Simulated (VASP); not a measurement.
A run of VASP 6.6.1 is set up as follows.

INCAR

```
SYSTEM = NaAl18
PREC = Accurate
ENCUT = 520
EDIFF = 1E-7
ISMEAR = -1
SIGMA = 0.1
LREAL = Auto
LASPH = .TRUE.
NELM = 60
ALGO = Normal
ISIF = 2
LWAVE = .FALSE.
LCHARG = .FALSE.
GGA = PE
NBANDS = 46
```

File KPOINTS:

```
regular mesh
0
G
  3 2 1
  0 0 0
```

Contents of POSCAR:

```
NaAl18
1.0
    5.7275650000      0.0000000000      0.0000000000
    4.2956740000      7.4403250000      0.0000000000
    0.0000000000      0.0000000000     15.6765370000
Al Na
18 1
Direct
    0.1666665958      0.1111111410      0.0637895984
    0.6666666831      0.1111111410      0.0637895984
    0.1666667458      0.4444444295      0.0637895984
    0.6666666585      0.4444444295      0.0637895984
    0.1666666204      0.7777778524      0.0637895984
    0.6666665331      0.7777778524      0.0637895984
   -0.1661209328      0.2214237953      0.2148915287
    0.3338476742      0.2214955664      0.2143458086
   -0.1653876908      0.5537330695      0.2119646067
    0.3338155233      0.5548549291      0.2137766778
   -0.1686040472      0.8910649736      0.2140614984
    0.3319880481      0.8911027408      0.2138291767
   -0.0002094538     -0.0003124863      0.3661970115
    0.5000381488      0.0006776586      0.3656648149
    0.0015641782      0.3311203476      0.3652785689
    0.5001834704      0.3334002211      0.3663978849
   -0.0071974992      0.6655707916      0.3592275513
    0.5079625477      0.6660909302      0.3597830950
    0.2417294812      0.6712214856      0.5249822075
```

Potentials or basis: VASP PAW PBE potentials, release 64 (Al, Na_pv).

Run with:

```sh
$ cat potpaw_PBE.64/Al/POTCAR potpaw_PBE.64/Na_pv/POTCAR > POTCAR
$ mpirun -np 1 vasp_std > vasp.out
```

Question: What does it give for the largest force?

Answer: 0.042 eV/Å.

Forces in eV/Å, atoms in the order of the input:
```
Al   0.011  0.004 -0.018
Al  -0.008  0.013  0.000
Al   0.015 -0.037 -0.014
Al  -0.018 -0.018 -0.019
Al   0.016  0.013  0.027
Al  -0.015  0.024 -0.021
Al   0.000  0.000  0.017
Al   0.002  0.000  0.016
Al   0.002 -0.001  0.018
Al   0.002  0.000  0.018
Al   0.000  0.003  0.014
Al  -0.001  0.001  0.013
Al  -0.002 -0.001 -0.005
Al   0.003  0.000 -0.007
Al  -0.002 -0.001 -0.010
Al  -0.001  0.000 -0.009
Al  -0.003  0.000 -0.002
Al  -0.005  0.003 -0.007
Na   0.007 -0.003 -0.011
```

Caveat: the k points lie up to 0.42 Å⁻¹ apart.
